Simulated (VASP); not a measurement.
# Pd (Pm-3m) in VASP: notebook

Runs on Pd. Level: r2SCAN. Tasks: single point, relaxation of cell and atoms.

All numbers are computed with VASP 6.6.1; they aren't measurements. Logs are shortened: lines on timing, memory, paths and dates and some standing lists are left out, and cuts for length are marked.

## (1) The cell of the first run

Symmetry: Pm-3m, No. 221, cubic system. The conventional cell has a = 2.688 Å, b = 2.688 Å, c = 2.688 Å, α = 90.00°, β = 90.00°, γ = 90.00°. Pd (site symmetry m-3m) has 6 Pd at 2.69 Å within 3.5 Å.

## (2) Single point, r2SCAN (volume scaled by 1.12)

POSCAR

```
Pd
1.0
    2.6882780704      0.0000000000      0.0000000000
    0.0000000000      2.6882780704      0.0000000000
    0.0000000000      0.0000000000      2.6882780704
Pd
1
Direct
    0.0000000000      0.0000000000      0.0000000000
```

INCAR.step1

```
SYSTEM = Pd
  PREC = Accurate
  ENCUT = 520
  ISMEAR = -1
  SIGMA = 0.1
  LREAL = .False.
  LASPH = .True.
  NELM = 80
  NBANDS = 11
  GGA = PE
  ALGO = Normal
  EDIFF = 1E-4
  LWAVE = .True.
  LCHARG = .False.
```

INCAR.step2

```
SYSTEM = Pd
  PREC = Accurate
  ENCUT = 520
  EDIFF = 1E-7
  ISMEAR = -1
  SIGMA = 0.1
  LREAL = .False.
  LASPH = .True.
  NELM = 80
  ALGO = Normal
  ISIF = 2
  LWAVE = .False.
  LCHARG = .False.
  METAGGA = R2SCAN
  LMIXTAU = .True.
  NBANDS = 11
  ISTART = 1
```

KPOINTS

```
regular mesh
0
Gamma
  14 14 14
  0 0 0
```

Potentials or basis: VASP PAW PBE potentials, release 64 (Pd).

Run with:

```
$ cat potpaw_PBE.64/Pd/POTCAR > POTCAR
$ cp INCAR.step1 INCAR
$ mpirun -np 1 vasp_std > vasp.out
$ cp INCAR.step2 INCAR
$ mpirun -np 1 vasp_std > vasp.out
```

OUTCAR:

```text
SYSTEM = Pd
   PREC = Accurate
   ENCUT = 520
   EDIFF = 1E-7
   ISMEAR = -1
   LREAL = .False.
   LASPH = .True.
   NELM = 80
   ISIF = 2
   METAGGA = R2SCAN
   ISTART = 1

 ion  position               nearest neighbor table
   1  0.000  0.000  0.000-

  LATTYP: Found a simple cubic cell.
 ALAT       =     2.6882780704

  Lattice vectors:

 A1 = (   2.6882780704,   0.0000000000,   0.0000000000)
 A2 = (   0.0000000000,   2.6882780704,   0.0000000000)
 A3 = (   0.0000000000,   0.0000000000,   2.6882780704)

Analysis of symmetry for initial positions (statically):
=====================================================================
 Subroutine PRICEL returns:
 Original cell was already a primitive cell.

 Routine SETGRP: Setting up the symmetry group for a
 simple cubic supercell.

 Subroutine GETGRP returns: Found 48 space group operations
 (whereof 48 operations were pure point group operations)
 out of a pool of 48 trial point group operations.

The static configuration has the point symmetry O_h .

Analysis of symmetry for dynamics (positions and initial velocities):
=====================================================================
 Subroutine PRICEL returns:
 Original cell was already a primitive cell.

 Routine SETGRP: Setting up the symmetry group for a
 simple cubic supercell.

 Subroutine GETGRP returns: Found 48 space group operations
 (whereof 48 operations were pure point group operations)
 out of a pool of 48 trial point group operations.

The dynamic configuration has the point symmetry O_h .

 Subroutine INISYM returns: Found 48 space group operations
 (whereof 48 operations are pure point group operations),
 and found     1 'primitive' translations

----------------------------------------------------------------------------------------

                                     Primitive cell

  volume of cell :      19.4278

  direct lattice vectors                    reciprocal lattice vectors
     2.688278070  0.000000000  0.000000000     0.371985328  0.000000000  0.000000000
     0.000000000  2.688278070  0.000000000     0.000000000  0.371985328  0.000000000
     0.000000000  0.000000000  2.688278070     0.000000000  0.000000000  0.371985328

  length of vectors
     2.688278070  2.688278070  2.688278070     0.371985328  0.371985328  0.371985328

  position of ions in fractional coordinates (direct lattice)
     0.000000000  0.000000000  0.000000000

  ion indices of the primitive-cell ions
   primitive index   ion index
                 1           1

----------------------------------------------------------------------------------------

 KPOINTS: regular mesh

Automatic generation of k-mesh.
 Grid dimensions read from file:
 generate k-points for:   14   14   14

 Generating k-lattice:

  Cartesian coordinates                     Fractional coordinates (reciprocal lattice)
     0.026570381  0.000000000  0.000000000     0.071428571  0.000000000  0.000000000
     0.000000000  0.026570381  0.000000000     0.000000000  0.071428571  0.000000000
     0.000000000  0.000000000  0.026570381     0.000000000  0.000000000  0.071428571

  Length of vectors
     0.026570381  0.026570381  0.026570381

  Shift w.r.t. Gamma in fractional coordinates (k-lattice)
     0.000000000  0.000000000  0.000000000

 Subroutine IBZKPT returns following result:
 ===========================================

 Found    120 irreducible k-points:

 Following reciprocal coordinates:
            Coordinates               Weight
  0.000000  0.000000  0.000000      1.000000
  0.071429  0.000000  0.000000      6.000000
  0.142857  0.000000  0.000000      6.000000
  0.214286  0.000000  0.000000      6.000000
  0.285714  0.000000  0.000000      6.000000
  0.357143  0.000000  0.000000      6.000000
[... 16 lines left out ...]
  0.285714  0.214286  0.000000     24.000000
  0.357143  0.214286  0.000000     24.000000
 [... further k-points ...]
   k-points           NKPTS =    120   k-points in BZ     NKDIM =    120   number of bands    NBANDS=     11
   number of dos      NEDOS =    301   number of ions     NIONS =      1
   total plane-waves  NPLWV =   8000
   dimension x,y,z NGX =    20 NGY =   20 NGZ =   20
   dimension x,y,z NGXF=    40 NGYF=   40 NGZF=   40
   ions per type =               1
   NGX,Y,Z   is equivalent  to a cutoff of  12.37, 12.37, 12.37 a.u.
   NGXF,Y,Z  is equivalent  to a cutoff of  24.74, 24.74, 24.74 a.u.
 SYSTEM =  Pd
   PREC   = accura    normal or accurate (medium, high low for compatibility)
   ISTART =      1    job   : 0-new  1-cont  2-samecut
   ICHARG =      0    charge: 1-file 2-atom 10-const
   ISPIN  =      1    spin polarized calculation?
   LNONCOLLINEAR =      F non collinear calculations
   LSORBIT =      F    spin-orbit coupling
   LASPH  =      T    aspherical Exc in radial PAW
   ENCUT  =  520.0 eV  38.22 Ry    6.18 a.u.   5.00  5.00  5.00*2*pi/ulx,y,z
   NELM   =     80;   NELMIN=  2; NELMDL=  0     # of ELM steps
   EDIFF  = 0.1E-06   stopping-criterion for ELM
   LREAL  =      F    real-space projection
   EDIFFG = 0.1E-05   stopping-criterion for IOM
   NSW    =      0    number of steps for IOM
   IBRION =     -1    ionic relax: 0-MD 1-quasi-New 2-CG
   NFREE  =      0    steps in history (QN), initial steepest desc. (CG)
   ISIF   =      2    stress and relaxation
   ISYM   =      2    0-nonsym 1-usesym 2-fastsym
   POTIM  = 0.5000    time-step for ionic-motion
   TEBEG  =    0.0;   TEEND  =   0.0 temperature during run
   PSTRESS=    0.0 pullay stress
   NELECT =      10.0000    total number of electrons
   NUPDOWN=      -1.0000    fix difference up-down
   EMIN   =  10.00;   EMAX   =-10.00  energy-range for DOS
   EFERMI =   0.00;   METHOD = LEGACY
   ISMEAR =    -1;   SIGMA  =   0.10  broadening in eV -4-tet -1-fermi 0-gaus
   EFERMI_NEDOS =   21; number of points for ismear=-14 and -15
   IALGO  =     38    algorithm
   IMIX   =      4    mixing-type and parameters
     AMIX     =   0.40;   BMIX     =  1.00
     AMIX_MAG =   1.60;   BMIX_MAG =  1.00
  volume/ion in A,a.u.               =      19.43       131.10
  Fermi-wavevector in a.u.,A,eV,Ry     =   1.312000  2.479321 23.420322  1.721345
  Thomas-Fermi vector in A             =   2.442423
   LORBIT       =      0    0 simple, 1 ext, 2 COOP (PROOUT), +10 PAW based schemes
   METAGGA = R2SCAN    functional components
   LHFCALC =     F    Hartree Fock is set to
   AEXX    =    0.0000 exact exchange contribution
   IVDW    =     0    specifies the selected vdW correction
   LEPSILON=     F    determine dielectric tensor
   LRPA    =     F    only Hartree local field effects (RPA)
 non-spin polarized calculation
  energy-cutoff  :      520.00
  volume of cell :       19.43
 maximum number of plane-waves:       552
 NGX is ok and might be reduce to    20

 number of electron       9.9999994 magnetization

 Free energy of the ion-electron system (eV)
  ---------------------------------------------------
  ext. energy  EPLUGINS =         0.00000000
  ---------------------------------------------------
  free energy    TOTEN  =       -22.39950898 eV

  energy without entropy =      -22.35341685  energy(sigma->0) =      -22.37646292

 E-fermi :   5.9339     XC(G=0): -12.0401

 val. band max:        5.9305785972   @ k =   0.3571   0.0000   0.0000
 cond. band min:       5.9383645075   @ k =   0.4286   0.4286   0.3571
 fundamental gap:      0.0077859103
 Fermi energy:         5.9339067438

 k-point     1 :       0.0000    0.0000    0.0000
  band No.  band energies     occupation
      1       0.5767      2.00000
      2       1.8828      2.00000
      3       1.8828      2.00000
      4       5.8288      1.48206
      5       5.8288      1.48206
      6       5.8288      1.48206
      7      22.3824      0.00000
      8      22.3824      0.00000
      9      22.3824      0.00000
     10      28.3842      0.00000
     11      28.3950      0.00000

 k-point     2 :       0.0714    0.0000    0.0000
  band No.  band energies     occupation
      1       0.7022      2.00000
      2       1.9023      2.00000
      3       1.9785      2.00000
      4       5.7528      1.71910
      5       5.7528      1.71910
      6       5.8349      1.45810
      7      21.3120      0.00000
      8      22.5854      0.00000
      9      22.5854      0.00000
     10      28.1668      0.00000
     11      28.3767      0.00000

 k-point     3 :       0.1429    0.0000    0.0000
  band No.  band energies     occupation
      1       1.0359      2.00000
      2       1.9576      2.00000
      3       2.2926      2.00000
      4       5.5459      1.95956
      5       5.5459      1.95956
      6       5.8522      1.38722
      7      19.2382      0.00000
      8      23.1689      0.00000
      9      23.1689      0.00000
     10      27.5654      0.00000
     11      28.3538      0.00000

 k-point     4 :       0.2143    0.0000    0.0000
  band No.  band energies     occupation
      1       1.4565      2.00000
      2       2.0388      2.00000
      3       2.8978      2.00000
      4       5.2613      1.99761
      5       5.2613      1.99761
      6       5.8773      1.27585
      7      17.0302      0.00000
      8      24.0664      0.00000
      9      24.0664      0.00000
     10      26.7769      0.00000
     11      28.2686      0.00000
[... 239 lines left out ...]
 k-point    22 :       0.2143    0.2143    0.0000
  band No.  band energies     occupation
      1       2.0555      2.00000
      2       2.8855      2.00000
      3       3.1989      2.00000
      4       4.9532      1.99989
      5       5.2818      1.99706
      6       5.3832      1.99192
      7      17.7511      0.00000
      8      18.7836      0.00000
      9      25.7577      0.00000
     10      26.9788      0.00000
     11      29.4676      0.00000

 k-point    23 :       0.2857    0.2143    0.0000
  band No.  band energies     occupation
      1       2.2456      2.00000
      2       3.0260      2.00000
      3       3.6450      2.00000
      4       5.0369      1.99975
      5       5.3029      1.99637
      6       5.3806      1.99212
      7      15.8905      0.00000
      8      19.3081      0.00000
      9      26.4425      0.00000
     10      26.8881      0.00000
     11      29.1052      0.00000

 k-point    24 :       0.3571    0.2143    0.0000
  band No.  band energies     occupation
      1       2.4015      2.00000
      2       3.0429      2.00000
      3       3.7975      2.00000
      4       4.7941      1.99998
      5       5.4129      1.98914
      6       6.3718      0.02476
      7      13.8326      0.00000
      8      20.2932      0.00000
      9      25.4806      0.00000
     10      27.9074      0.00000
     11      28.1635      0.00000

 [... further k-points ...]
[... 5 lines left out ...]
  --------------------------------------------------------------------------------------
  -------------------------------------------------------------------------------------
  Total       -1.3380316     -1.3380316     -1.3380316      0.0000000     -0.0000000      0.0000000
  in kB     -110.3454376   -110.3454376   -110.3454376      0.0000000     -0.0000000      0.0000000
  external PRESSURE =    -110.3454376 kB  Pullay stress =       0.0000000 kB

 VOLUME and BASIS-vectors are now :
 -----------------------------------------------------------------------------
  energy-cutoff  :      520.00
  volume of cell :       19.43
      direct lattice vectors                 reciprocal lattice vectors
     2.688278070  0.000000000  0.000000000     0.371985328  0.000000000  0.000000000
     0.000000000  2.688278070  0.000000000     0.000000000  0.371985328  0.000000000
     0.000000000  0.000000000  2.688278070     0.000000000  0.000000000  0.371985328

 POSITION                                       TOTAL-FORCE (eV/Angst)
 -----------------------------------------------------------------------------------
      0.00000      0.00000      0.00000         0.000000      0.000000      0.000000
 -----------------------------------------------------------------------------------
    total drift:                                0.000000      0.000000      0.000000

  FREE ENERGIE OF THE ION-ELECTRON SYSTEM (eV)
  ---------------------------------------------------
  free  energy   TOTEN  =       -22.3995089805 eV

  energy  without entropy=      -22.3534168521  energy(sigma->0) =      -22.37646292
```

It took 41 s on 1 thread of Intel Xeon Platinum 8488C (Sapphire Rapids), shared host; peak memory 0.15 GiB.

What came out:

- Free energy: -22.3995 eV
- Pressure: -11.0 GPa
- Band gap on the k mesh: zero (band 5 reaches 7.01 eV, above the bottom of band 6 at 5.32 eV)

Caveat: the cell differs from its parent crystal (volume scaled by 1.12); the PAW data sets were made with another functional, which shifts forces and pressure a little.

## (3) Relaxation of cell and atoms, r2SCAN

This run uses another cell than the first one, of 15.89 Å³/atom, 0.818 times its volume.

POSCAR

```
Pd
1.0
    2.5140960172      0.0000000000      0.0000000000
    0.0000000000      2.5140960172      0.0000000000
    0.0000000000      0.0000000000      2.5140960172
Pd
1
Direct
    0.0000000000      0.0000000000      0.0000000000
```

INCAR.step1

```
PREC = Accurate
ENCUT = 600
ISMEAR = -1
SIGMA = 0.1
LREAL = F
LASPH = T
NELM = 100
GGA = PE
ALGO = Normal
EDIFF = 1E-4
LWAVE = T
LCHARG = F
```

INCAR.step2

```
PREC = Accurate
ENCUT = 600
EDIFF = 1E-6
ISMEAR = -1
SIGMA = 0.1
LREAL = F
LASPH = T
NELM = 100
ALGO = Normal
ISIF = 3
LWAVE = F
LCHARG = F
METAGGA = R2SCAN
LMIXTAU = T
IBRION = 2
NSW = 80
EDIFFG = -0.01
ISTART = 1
```

KPOINTS

```
regular mesh
0
Gamma
  12 12 12
```

Potentials or basis: VASP PAW PBE potentials, release 64 (Pd).

Run with:

```
$ cat potpaw_PBE.64/Pd/POTCAR > POTCAR
$ cp INCAR.step1 INCAR
$ mpirun -np 1 vasp_std > vasp.out
$ cp INCAR.step2 INCAR
$ mpirun -np 1 vasp_std > vasp.out
```

Wall time 83 s (1 thread of Intel Xeon Platinum 8488C (Sapphire Rapids), shared host); peak memory 0.15 GiB.

Results (log left out):

```
Free energy                            : -22.4804 eV
Relaxed volume                         : 17.40 Å³/atom
Relaxed cell                           : a = 2.591 Å, b = 2.591 Å, c = 2.591 Å, α = 90.00°, β = 90.00°, γ = 90.00°
Space group after relaxing (to 0.05 Å) : Pm-3m (No. 221)
Energy gained by relaxing              : 68.0 meV/atom
Ionic steps                            : 5
Pressure after relaxing                : 0.0 GPa
Band gap on the k mesh                 : zero (band 5 reaches 8.75 eV, above the bottom of band 6 at 6.65 eV)
```

Step by step:
| step | energy change (eV) | largest force (eV/Å) | pressure (GPa) | volume (Å³) |
| --- | --- | --- | --- | --- |
| 1 | 0.0000 | 0.0000 | 15.87 | 15.89 |
| 2 | 0.0379 | 0.0000 | -12.31 | 19.79 |
| 3 | -0.0679 | 0.0000 | -0.47 | 17.45 |
| 4 | -0.0680 | 0.0000 | 0.12 | 17.40 |
| 5 | -0.0680 | 0.0000 | 0.03 | 17.40 |

Final structure:
```
CELL_PARAMETERS angstrom
2.59131 0.00000 0.00000
0.00000 2.59131 0.00000
0.00000 0.00000 2.59131
ATOMIC_POSITIONS crystal
Pd 0.00000 0.00000 0.00000
```

Levels at points of the mesh, in eV from the Fermi level:
```
           k point  band 2  band 3  band 4  band 5  band 6  band 7  band 8  band 9
(0.00, 0.00, 0.00)   -4.75   -4.75   -0.04   -0.04   -0.04   17.33   17.33   17.33
(0.50, 0.00, 0.00)   -4.02   -1.68   -1.68    0.11    0.63    5.24   19.24   22.30
(0.50, 0.50, 0.00)   -3.55   -1.38   -1.38    1.26    5.97    5.97   12.27   13.05
(0.50, 0.50, 0.50)   -4.12   -4.12    1.36    1.36   11.70   11.88   11.88   11.88
```

Caveat: the PAW data sets were made with another functional, which shifts forces and pressure a little.

## (4) Relaxation of cell and atoms, r2SCAN, collinear spin, antiferromagnetic start

This run uses another cell than the first one: it holds 2 atoms, not 1.

POSCAR

```
Pd
1.0
    0.0000000000      2.5140960172      2.5140960172
    2.5140960172      0.0000000000      2.5140960172
    2.5140960172      2.5140960172      0.0000000000
Pd
2
Direct
    0.0000000000      0.0000000000      0.0000000000
    0.5000000000      0.5000000000      0.5000000000
```

INCAR.step1

```
SYSTEM = Pd
ALGO = Normal
EDIFF = 1E-4
ENCUT = 600
GGA = PE
ISMEAR = -1
ISPIN = 2
LASPH = .TRUE.
LCHARG = .FALSE.
LMAXMIX = 4
LREAL = .FALSE.
LWAVE = .TRUE.
MAGMOM = 0.5 -0.5
NELM = 150
PREC = Accurate
SIGMA = 0.05
```

INCAR.step2

```
SYSTEM = Pd
ALGO = Normal
EDIFF = 1E-6
EDIFFG = -0.01
ENCUT = 600
IBRION = 2
ISIF = 3
ISMEAR = -1
ISPIN = 2
ISTART = 1
LASPH = .TRUE.
LCHARG = .FALSE.
LMAXMIX = 4
LMIXTAU = .TRUE.
LORBIT = 11
LREAL = .FALSE.
LWAVE = .FALSE.
MAGMOM = 0.5 -0.5
METAGGA = R2SCAN
NELM = 150
NSW = 80
PREC = Accurate
SIGMA = 0.05
```

KPOINTS

```
k-points
0
G
  11 11 11
  0 0 0
```

Run with:

```
$ cat potpaw_PBE.64/Pd/POTCAR > POTCAR
$ cp INCAR.step1 INCAR
$ mpirun -np 1 vasp_std > vasp.out
$ cp INCAR.step2 INCAR
$ mpirun -np 1 vasp_std > vasp.out
```

It took 4.8 min on 1 thread of Intel Xeon 6975P-C (Granite Rapids), shared host; peak memory 0.21 GiB.

Results (log left out):

* Free energy: -44.9268 eV
* Relaxed volume: 17.38 Å³/atom
* Relaxed cell: a = 3.663 Å, b = 3.663 Å, c = 3.663 Å, α = 60.00°, β = 60.00°, γ = 60.00°
* Space group after relaxing (to 0.05 Å): Pm-3m (No. 221)
* Energy gained by relaxing: 64.5 meV/atom
* Ionic steps: 4
* Pressure after relaxing: 0.0 GPa
* Band gap on the k mesh: zero (filled and empty bands overlap)
* Net moment: 0.00 μB per cell
* Valence electrons inside the program's atomic spheres: Pd 9.43

Step by step:
| step | energy change (eV) | largest force (eV/Å) | pressure (GPa) | volume (Å³) |
| --- | --- | --- | --- | --- |
| 1 | 0.0000 | 0.0000 | 15.37 | 31.78 |
| 2 | 0.0664 | 0.0000 | -11.99 | 39.32 |
| 3 | -0.1289 | 0.0000 | -0.33 | 34.84 |
| 4 | -0.1290 | 0.0000 | 0.03 | 34.76 |

Final structure:
```xyz
2
Lattice="0.0000 2.5904 2.5904 2.5904 0.0000 2.5904 2.5904 2.5904 0.0000" Properties=species:S:1:pos:R:3 pbc="T T T"
Pd    0.0000    0.0000    0.0000
Pd    2.5904    2.5904    2.5904
```

Levels at points of the mesh, in eV from the Fermi level:
Spin up:
```csv
k point,band 8,band 9,band 10,band 11,band 12,band 13
"(0.00, 0.00, 0.00)",-0.03,-0.03,1.37,1.37,11.72,11.91
```
Spin down:
```
           k point  band 6  band 7  band 8  band 9  band 10  band 11  band 12  band 13  band 14
(0.00, 0.00, 0.00)   -4.11   -0.03   -0.03   -0.03     1.37     1.37    11.91    11.91    11.91
```

Caveat: the PAW data sets were made with another functional, which shifts forces and pressure a little.

[end of part 1 of 2]
